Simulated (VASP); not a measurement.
Runs of VASP 6.6.1 on Sb. The structure is that of space group Pm-3m (No. 221), or close to it. The cells are those of the table. This isn't the form of Sb at room conditions, which is rhombohedral.

```tsv
cell	k mesh	smearing	gap on the mesh (eV)	pressure (GPa)
a = 3.078 Å, 1 atom	18 × 18 × 18	gaussian 0.1 eV	none	1.8
a = 3.046 Å, 1 atom	18 × 18 × 18	gaussian 0.1 eV	none	4.0
a = 3.110 Å, 1 atom	18 × 18 × 18	gaussian 0.1 eV	none	0.0
a = 2.980 Å, 1 atom	18 × 18 × 18	gaussian 0.1 eV	none	(a)
a = 3.110 Å, 1 atom	20 × 20 × 20	fermi-dirac 0.15 eV	none	0.0
```

Alike in all rows: task single point; level PBE; potentials or basis VASP PAW PBE potentials, release 64 (Sb); no spin polarisation; cutoff (eV) 520.

Question: Estimate the missing entries.

Answer: (a) 9.5.

Caveats: spin-orbit coupling is left out, which moves the levels of the heavy elements; the cell stands under pressure (at least some runs).

A k mesh can miss the band edges, and the runs leave out spin-orbit coupling on Sb.

A gap of «none» marks levels without a gap at the run's occupations.
